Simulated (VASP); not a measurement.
# Zn2SiN: single point with PBE

Crystal: Zn2SiN.

```
CELL_PARAMETERS angstrom
3.08262 0.00000 0.00000
-1.54131 2.66963 0.00000
0.00000 0.00000 6.50658
ATOMIC_POSITIONS crystal
Zn 0.33333 0.66667 0.17345
Zn 0.66667 0.33333 0.82655
Si 0.00000 0.00000 0.50000
N 0.00000 0.00000 0.00000
```

The cell was generated, and may not be a known phase.

| Property | Result |
| --- | --- |
| Program | VASP 6.6.1 |
| Task | single point |
| Functional | PBE |
| Potentials or basis | VASP PAW PBE potentials, release 64 (Zn, Si, N) |
| Cutoff | 600 eV |
| k mesh | 6 × 6 × 4 |
| Occupations | gaussian, width 0.1 eV |
| Spin | no spin polarisation |

The pressure is 0.4 GPa and the largest force is 0.047 eV/Å. The band gap on the k mesh is zero (an odd number of electrons rules out a gap without spin polarisation).

Forces in eV/Å, atoms in the order of the input:
```
Zn   0.000  0.000  0.047
Zn   0.000  0.000 -0.047
Si   0.000  0.000  0.000
N    0.000  0.000  0.000
```

Stress tensor (GPa, compression positive):
```
0.29 0.00 0.00
0.00 0.29 0.00
0.00 0.00 0.52
```

Levels at points of the mesh, in eV from the Fermi level:
| k point | band 12 | band 13 | band 14 | band 15 | band 16 | band 17 | band 18 | band 19 | band 20 | band 21 |
| --- | --- | --- | --- | --- | --- | --- | --- | --- | --- | --- |
| (0.00, 0.00, 0.00) | -6.43 | -6.30 | -0.85 | 0.02 | 0.02 | 0.61 | 6.06 | 6.06 | 6.19 | 8.27 |
| (0.50, 0.00, 0.00) | -5.59 | -5.16 | -4.13 | -3.48 | -1.34 | -0.45 | 1.47 | 3.24 | 4.30 | 6.07 |
| (0.00, 0.00, 0.50) | -6.43 | -5.28 | -3.72 | 0.02 | 0.02 | 3.70 | 4.15 | 6.00 | 6.00 | 9.79 |
| (0.50, 0.00, 0.50) | -6.32 | -4.98 | -4.65 | -2.11 | -1.27 | -0.63 | 1.41 | 2.97 | 3.56 | 5.95 |

Wall time 31 s on 1 thread of Intel(R) Xeon(R) 6975P-C (Granite Rapids), with other jobs on the host, peak memory 0.2 GiB.

Caveat: the k points lie up to 0.39 Å⁻¹ apart, too coarse for converged energies and pressures of a metal; an odd number of electrons without spin polarisation forces a metal; a magnetic or distorted state may lie lower.
